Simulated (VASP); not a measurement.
Wanted: the native input for a VASP 6.6.1 run.

- Task: single point
- Functional: PBE
- Potentials or basis: VASP PAW PBE potentials, release 64 (Si)
- Cutoff: 520 eV
- k mesh: 12 × 12 × 12
- Occupations: gaussian, width 0.05 eV
- Spin: no spin polarisation
- Dipole correction: no
- Further INCAR settings: ALGO = Normal; EDIFF = 1e-06; NBANDS = 11

The structure of Si lies in POSCAR:

```
Si
1.0
    0.0000000000      2.7135600000      2.7135600000
    2.7135600000      0.0000000000      2.7135600000
    2.7135600000      2.7135600000      0.0000000000
Si
2
Direct
    0.7500000000      0.7500000000      0.7500000000
    0.5000000000      0.5000000000      0.5000000000
```

One way to write it, as run:

INCAR

```
SYSTEM = Si
PREC     = Accurate       ! precision mode
ENCUT    = 520            ! plane-wave cutoff, eV
EDIFF    = 1E-6           ! SCF threshold, eV
ISMEAR   = 0              ! smearing method
SIGMA    = 0.05           ! smearing width, eV
LREAL    = .False.        ! projectors in reciprocal space
LASPH    = .True.         ! aspherical terms in the spheres
NELM     = 100            ! most SCF steps
ALGO     = Normal         ! electronic algorithm
ISIF     = 2              ! what is computed and relaxed
LWAVE    = .False.        ! write WAVECAR
LCHARG   = .True.         ! write CHGCAR
GGA      = PE             ! functional
LELF     = .True.         ! ELF
LVHAR    = .True.       
NBANDS   = 11             ! bands
```

KPOINTS

```
regular mesh
0
Gamma
  12 12 12
  0 0 0
```

Potentials or basis: VASP PAW PBE potentials, release 64 (Si).

Command:

```bash
$ cat potpaw_PBE.64/Si/POTCAR > POTCAR
$ mpirun -np 1 vasp_std > vasp.out
```

Results of the run:

- Pressure: 2.1 GPa
- Band gap on the k mesh: 0.57 eV (least direct gap 2.57 eV)

It took 66 s on 1 thread of Intel Xeon 8259CL, on a shared host, peak memory 0.17 GiB.
